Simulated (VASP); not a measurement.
# TePb (Fm-3m) in VASP: notebook

The runs below take TePb through single point, relaxation of cell and atoms, with r2SCAN.

Program: VASP 6.6.1. These are calculated values, not measurements. Logs are shortened: lines on timing, memory, paths and dates and some standing lists are left out, and cuts for length are marked.

## 1. The cell of the first run

Symmetry: Fm-3m, No. 225, cubic system. Conventional cell: a = 6.443 Å, b = 6.443 Å, c = 6.443 Å, α = 90.00°, β = 90.00°, γ = 90.00°. Within 4.2 Å of Te (site symmetry m-3m) lie 6 Pb at 3.22 Å. Within 4.2 Å of Pb (site symmetry m-3m) lie 6 Te at 3.22 Å.

## 2. Single point, r2SCAN

The input, POSCAR:

```
TePb
1.0
    0.0000000000      3.2214081389      3.2214081389
    3.2214081389      0.0000000000      3.2214081389
    3.2214081389      3.2214081389      0.0000000000
Te Pb
1 1
Direct
    0.5000000000      0.5000000000      0.5000000000
    0.0000000000      0.0000000000      0.0000000000
```

The input, INCAR.step1:

```
SYSTEM = TePb
PREC = Accurate
ENCUT = 520
ISMEAR = 0
SIGMA = 0.01
LREAL = .FALSE.
LASPH = .TRUE.
NELM = 100
NBANDS = 17
GGA = PE
ALGO = Normal
EDIFF = 1E-4
LWAVE = .TRUE.
LCHARG = .FALSE.
```

The input, INCAR.step2:

```
SYSTEM = TePb
PREC = Accurate
ENCUT = 520
EDIFF = 1E-6
ISMEAR = 0
SIGMA = 0.01
LREAL = .FALSE.
LASPH = .TRUE.
NELM = 100
ALGO = Normal
ISIF = 2
LWAVE = .FALSE.
LCHARG = .FALSE.
METAGGA = R2SCAN
LMIXTAU = .TRUE.
NBANDS = 17
ISTART = 1
```

The input, KPOINTS:

```
Automatic mesh
0
G
  6 6 6
  0 0 0
```

Potentials or basis: VASP PAW PBE potentials, release 64 (Te, Pb_d).

Launch:

```sh
$ cat potpaw_PBE.64/Te/POTCAR potpaw_PBE.64/Pb_d/POTCAR > POTCAR
$ cp INCAR.step1 INCAR
$ mpirun -np 1 vasp_std > vasp.out
$ cp INCAR.step2 INCAR
$ mpirun -np 1 vasp_std > vasp.out
```

OUTCAR:

```text
SYSTEM = TePb
   PREC = Accurate
   ENCUT = 520
   EDIFF = 1E-6
   ISMEAR = 0
   LREAL = .FALSE.
   LASPH = .TRUE.
   NELM = 100
   ISIF = 2
   METAGGA = R2SCAN
   ISTART = 1

 ion  position               nearest neighbor table
   1  0.500  0.500  0.500-   2 3.22   2 3.22   2 3.22   2 3.22   2 3.22   2 3.22
   2  0.000  0.000  0.000-   1 3.22   1 3.22   1 3.22   1 3.22   1 3.22   1 3.22

  LATTYP: Found a face centered cubic cell.
 ALAT       =     6.4428162778

  Lattice vectors:

 A1 = (   0.0000000000,   3.2214081389,   3.2214081389)
 A2 = (   3.2214081389,   0.0000000000,   3.2214081389)
 A3 = (   3.2214081389,   3.2214081389,   0.0000000000)

Analysis of symmetry for initial positions (statically):
=====================================================================
 Subroutine PRICEL returns:
 Original cell was already a primitive cell.

 Routine SETGRP: Setting up the symmetry group for a
 face centered cubic supercell.

 Subroutine GETGRP returns: Found 48 space group operations
 (whereof 48 operations were pure point group operations)
 out of a pool of 48 trial point group operations.

The static configuration has the point symmetry O_h .

Analysis of symmetry for dynamics (positions and initial velocities):
=====================================================================
 Subroutine PRICEL returns:
 Original cell was already a primitive cell.

 Routine SETGRP: Setting up the symmetry group for a
 face centered cubic supercell.

 Subroutine GETGRP returns: Found 48 space group operations
 (whereof 48 operations were pure point group operations)
 out of a pool of 48 trial point group operations.

The dynamic configuration has the point symmetry O_h .

 Subroutine INISYM returns: Found 48 space group operations
 (whereof 48 operations are pure point group operations),
 and found     1 'primitive' translations

----------------------------------------------------------------------------------------

                                     Primitive cell

  volume of cell :      66.8601

  direct lattice vectors                    reciprocal lattice vectors
     0.000000000  3.221408139  3.221408139    -0.155211627  0.155211627  0.155211627
     3.221408139  0.000000000  3.221408139     0.155211627 -0.155211627  0.155211627
     3.221408139  3.221408139  0.000000000     0.155211627  0.155211627 -0.155211627

  length of vectors
     4.555759080  4.555759080  4.555759080     0.268834425  0.268834425  0.268834425

  position of ions in fractional coordinates (direct lattice)
     0.500000000  0.500000000  0.500000000
     0.000000000  0.000000000  0.000000000

  ion indices of the primitive-cell ions
   primitive index   ion index
                 1           1
                 2           2

----------------------------------------------------------------------------------------

 KPOINTS: Automatic mesh

Automatic generation of k-mesh.
 Grid dimensions read from file:
 generate k-points for:    6    6    6

 Generating k-lattice:

  Cartesian coordinates                     Fractional coordinates (reciprocal lattice)
    -0.025868605  0.025868605  0.025868605     0.166666667  0.000000000  0.000000000
     0.025868605 -0.025868605  0.025868605     0.000000000  0.166666667  0.000000000
     0.025868605  0.025868605 -0.025868605     0.000000000  0.000000000  0.166666667

  Length of vectors
     0.044805737  0.044805737  0.044805737

  Shift w.r.t. Gamma in fractional coordinates (k-lattice)
     0.000000000  0.000000000  0.000000000

 Subroutine IBZKPT returns following result:
 ===========================================

 Found     16 irreducible k-points:

 Following reciprocal coordinates:
            Coordinates               Weight
  0.000000  0.000000  0.000000      1.000000
  0.166667  0.000000  0.000000      8.000000
  0.333333  0.000000  0.000000      8.000000
  0.500000  0.000000  0.000000      4.000000
  0.166667  0.166667  0.000000      6.000000
  0.333333  0.166667  0.000000     24.000000
[... 8 lines left out ...]
 -0.333333  0.333333  0.166667     24.000000
 -0.333333  0.500000  0.166667     12.000000
   k-points           NKPTS =     16   k-points in BZ     NKDIM =     16   number of bands    NBANDS=     17
   number of dos      NEDOS =    301   number of ions     NIONS =      2
   total plane-waves  NPLWV =  46656
   dimension x,y,z NGX =    36 NGY =   36 NGZ =   36
   dimension x,y,z NGXF=    72 NGYF=   72 NGZF=   72
   ions per type =               1   1
   NGX,Y,Z   is equivalent  to a cutoff of  13.14, 13.14, 13.14 a.u.
   NGXF,Y,Z  is equivalent  to a cutoff of  26.27, 26.27, 26.27 a.u.
 SYSTEM =  TePb
   PREC   = accura    normal or accurate (medium, high low for compatibility)
   ISTART =      1    job   : 0-new  1-cont  2-samecut
   ICHARG =      0    charge: 1-file 2-atom 10-const
   ISPIN  =      1    spin polarized calculation?
   LNONCOLLINEAR =      F non collinear calculations
   LSORBIT =      F    spin-orbit coupling
   LASPH  =      T    aspherical Exc in radial PAW
   ENCUT  =  520.0 eV  38.22 Ry    6.18 a.u.   8.47  8.47  8.47*2*pi/ulx,y,z
   NELM   =    100;   NELMIN=  2; NELMDL=  0     # of ELM steps
   EDIFF  = 0.1E-05   stopping-criterion for ELM
   LREAL  =      F    real-space projection
   EDIFFG = 0.1E-04   stopping-criterion for IOM
   NSW    =      0    number of steps for IOM
   IBRION =     -1    ionic relax: 0-MD 1-quasi-New 2-CG
   NFREE  =      0    steps in history (QN), initial steepest desc. (CG)
   ISIF   =      2    stress and relaxation
   ISYM   =      2    0-nonsym 1-usesym 2-fastsym
   POTIM  = 0.5000    time-step for ionic-motion
   TEBEG  =    0.0;   TEEND  =   0.0 temperature during run
   PSTRESS=    0.0 pullay stress
   NELECT =      20.0000    total number of electrons
   NUPDOWN=      -1.0000    fix difference up-down
   EMIN   =  10.00;   EMAX   =-10.00  energy-range for DOS
   EFERMI =   0.00;   METHOD = LEGACY
   ISMEAR =     0;   SIGMA  =   0.01  broadening in eV -4-tet -1-fermi 0-gaus
   EFERMI_NEDOS =   21; number of points for ismear=-14 and -15
   IALGO  =     38    algorithm
   IMIX   =      4    mixing-type and parameters
     AMIX     =   0.40;   BMIX     =  1.00
     AMIX_MAG =   1.60;   BMIX_MAG =  1.00
  volume/ion in A,a.u.               =      33.43       225.60
  Fermi-wavevector in a.u.,A,eV,Ry     =   1.094870  2.069004 16.309841  1.198740
  Thomas-Fermi vector in A             =   2.231183
   LORBIT       =      0    0 simple, 1 ext, 2 COOP (PROOUT), +10 PAW based schemes
   METAGGA = R2SCAN    functional components
   LHFCALC =     F    Hartree Fock is set to
   AEXX    =    0.0000 exact exchange contribution
   IVDW    =     0    specifies the selected vdW correction
   LEPSILON=     F    determine dielectric tensor
   LRPA    =     F    only Hartree local field effects (RPA)
 non-spin polarized calculation
 Gauss-broadening in eV      SIGMA  =   0.01
  energy-cutoff  :      520.00
  volume of cell :       66.86
 maximum number of plane-waves:      1820
 NGX is ok and might be reduce to    36
   NGX = 17   NGY = 17   NGZ = 17

 number of electron      20.0000002 magnetization

 Free energy of the ion-electron system (eV)
  ---------------------------------------------------
  ext. energy  EPLUGINS =         0.00000000
  ---------------------------------------------------
  free energy    TOTEN  =       -82.68825355 eV

  energy without entropy =      -82.68825355  energy(sigma->0) =      -82.68825355

 E-fermi :   5.6871     XC(G=0):  -9.8596

 val. band max:        5.6408885194   @ k =   0.5000   0.0000   0.0000
 cond. band min:       6.6409202395   @ k =   0.5000   0.0000   0.0000
 fundamental gap:      1.0000317201
 Fermi energy:         5.6871017818

 k-point     1 :       0.0000    0.0000    0.0000
  band No.  band energies     occupation
      1     -11.7602      2.00000
      2     -11.7602      2.00000
      3     -11.7472      2.00000
      4     -11.7472      2.00000
      5     -11.7472      2.00000
      6      -6.9661      2.00000
[... 9 lines left out ...]
     16      11.7889      0.00000
     17      13.4256      0.00000

 k-point     2 :       0.1667    0.0000    0.0000
  band No.  band energies     occupation
      1     -11.7641      2.00000
      2     -11.7641      2.00000
      3     -11.7465      2.00000
      4     -11.7433      2.00000
      5     -11.7433      2.00000
      6      -6.7144      2.00000
[... 9 lines left out ...]
     16      12.3169      0.00000
     17      15.1923      0.00000

 k-point     3 :       0.3333    0.0000    0.0000
  band No.  band energies     occupation
      1     -11.7730      2.00000
      2     -11.7730      2.00000
      3     -11.7454      2.00000
      4     -11.7341      2.00000
      5     -11.7341      2.00000
      6      -6.0248      2.00000
[... 9 lines left out ...]
     16      13.7300      0.00000
     17      17.2939      0.00000

 k-point     4 :       0.5000    0.0000    0.0000
  band No.  band energies     occupation
      1     -11.7776      2.00000
      2     -11.7776      2.00000
      3     -11.7449      2.00000
      4     -11.7293      2.00000
      5     -11.7293      2.00000
      6      -5.4293      2.00000
[... 9 lines left out ...]
     16      15.3242      0.00000
     17      15.3496      0.00000

 k-point     5 :       0.1667    0.1667    0.0000
  band No.  band energies     occupation
      1     -11.7737      2.00000
      2     -11.7572      2.00000
      3     -11.7498      2.00000
      4     -11.7408      2.00000
      5     -11.7408      2.00000
      6      -6.6308      2.00000
[... 9 lines left out ...]
     16      13.1810      0.00000
     17      14.2514      0.00000

 k-point     6 :       0.3333    0.1667    0.0000
  band No.  band energies     occupation
      1     -11.7867      2.00000
      2     -11.7608      2.00000
      3     -11.7490      2.00000
      4     -11.7351      2.00000
      5     -11.7322      2.00000
      6      -6.0888      2.00000
[... 9 lines left out ...]
     16      14.5561      0.00000
     17      15.9487      0.00000

 k-point     7 :       0.5000    0.1667    0.0000
  band No.  band energies     occupation
      1     -11.7904      2.00000
      2     -11.7698      2.00000
      3     -11.7438      2.00000
      4     -11.7325      2.00000
      5     -11.7275      2.00000
      6      -5.3804      2.00000
[... 9 lines left out ...]
     16      15.5247      0.00000
     17      16.1272      0.00000

 k-point     8 :      -0.3333    0.1667    0.0000
  band No.  band energies     occupation
      1     -11.7815      2.00000
      2     -11.7744      2.00000
      3     -11.7420      2.00000
      4     -11.7329      2.00000
      5     -11.7321      2.00000
      6      -5.5818      2.00000
[... 9 lines left out ...]
     16      14.9120      0.00000
     17      16.5302      0.00000

 k-point     9 :      -0.1667    0.1667    0.0000
  band No.  band energies     occupation
      1     -11.7715      2.00000
      2     -11.7683      2.00000
      3     -11.7455      2.00000
      4     -11.7401      2.00000
      5     -11.7362      2.00000
      6      -6.3131      2.00000
[... 9 lines left out ...]
     16      14.3276      0.00000
     17      14.6014      0.00000

 k-point    10 :       0.3333    0.3333    0.0000
  band No.  band energies     occupation
      1     -11.8105      2.00000
      2     -11.7549      2.00000
      3     -11.7514      2.00000
      4     -11.7273      2.00000
      5     -11.7273      2.00000
      6      -5.7559      2.00000
[... 9 lines left out ...]
     16      15.2859      0.00000
     17      16.0408      0.00000

 k-point    11 :       0.5000    0.3333    0.0000
  band No.  band energies     occupation
      1     -11.8187      2.00000
      2     -11.7551      2.00000
      3     -11.7524      2.00000
      4     -11.7252      2.00000
      5     -11.7231      2.00000
      6      -5.2400      2.00000
[... 9 lines left out ...]
     16      16.2314      0.00000
     17      17.0203      0.00000

 k-point    12 :      -0.3333    0.3333    0.0000
  band No.  band energies     occupation
      1     -11.8038      2.00000
      2     -11.7657      2.00000
      3     -11.7426      2.00000
      4     -11.7319      2.00000
      5     -11.7265      2.00000
      6      -5.1016      2.00000
[... 9 lines left out ...]
     16      14.4780      0.00000
     17      16.5853      0.00000

 k-point    13 :       0.5000    0.5000    0.0000
  band No.  band energies     occupation
      1     -11.8334      2.00000
      2     -11.7574      2.00000
      3     -11.7484      2.00000
      4     -11.7200      2.00000
      5     -11.7200      2.00000
      6      -5.1471      2.00000
[... 9 lines left out ...]
     16      17.2503      0.00000
     17      17.3657      0.00000

 k-point    14 :       0.5000    0.3333    0.1667
  band No.  band energies     occupation
      1     -11.7995      2.00000
      2     -11.7630      2.00000
      3     -11.7470      2.00000
      4     -11.7313      2.00000
      5     -11.7275      2.00000
      6      -5.5165      2.00000
[... 9 lines left out ...]
     16      15.1867      0.00000
     17      15.7833      0.00000

 k-point    15 :      -0.3333    0.3333    0.1667
  band No.  band energies     occupation
      1     -11.8033      2.00000
      2     -11.7665      2.00000
      3     -11.7398      2.00000
      4     -11.7373      2.00000
      5     -11.7237      2.00000
      6      -5.1007      2.00000
[... 9 lines left out ...]
     16      16.3949      0.00000
     17      16.7470      0.00000

 k-point    16 :      -0.3333    0.5000    0.1667
  band No.  band energies     occupation
      1     -11.8185      2.00000
      2     -11.7585      2.00000
      3     -11.7486      2.00000
      4     -11.7299      2.00000
      5     -11.7200      2.00000
      6      -5.0249      2.00000
[... 9 lines left out ...]
     16      16.9470      0.00000
     17      17.6872      0.00000

------------------------ aborting loop because EDIFF is reached ----------------------------------------

  FORCE on cell =-STRESS in cart. coord.  units (eV):
  Direction    XX          YY          ZZ          XY          YZ          ZX
  --------------------------------------------------------------------------------------
  -------------------------------------------------------------------------------------
  Total        0.8321573      0.8321573      0.8321573     -0.0000000      0.0000000     -0.0000000
  in kB       19.9410830     19.9410830     19.9410830     -0.0000000      0.0000000     -0.0000000
  external PRESSURE =      19.9410830 kB  Pullay stress =       0.0000000 kB

 VOLUME and BASIS-vectors are now :
 -----------------------------------------------------------------------------
  energy-cutoff  :      520.00
  volume of cell :       66.86
      direct lattice vectors                 reciprocal lattice vectors
     0.000000000  3.221408139  3.221408139    -0.155211627  0.155211627  0.155211627
     3.221408139  0.000000000  3.221408139     0.155211627 -0.155211627  0.155211627
     3.221408139  3.221408139  0.000000000     0.155211627  0.155211627 -0.155211627

 POSITION                                       TOTAL-FORCE (eV/Angst)
 -----------------------------------------------------------------------------------
      3.22141      3.22141      3.22141         0.000000      0.000000      0.000000
      0.00000      0.00000      0.00000         0.000000      0.000000     -0.000000
 -----------------------------------------------------------------------------------
    total drift:                               -0.000000      0.000000      0.000000

  FREE ENERGIE OF THE ION-ELECTRON SYSTEM (eV)
  ---------------------------------------------------
  free  energy   TOTEN  =       -82.6882535460 eV

  energy  without entropy=      -82.6882535460  energy(sigma->0) =      -82.68825355
```

Wall time 81 s (1 thread of Intel Xeon 8259CL, shared host); peak memory 0.22 GiB.

Results:

| Property | Result |
| --- | --- |
| Free energy | -82.6883 eV |
| Pressure | 2.0 GPa |
| Band gap on the k mesh | 1.00 eV |

Caveat: the PAW data sets were made with another functional, which shifts forces and pressure a little; spin-orbit coupling is left out, which moves the levels of the heavy elements.

[end of part 1 of 2]
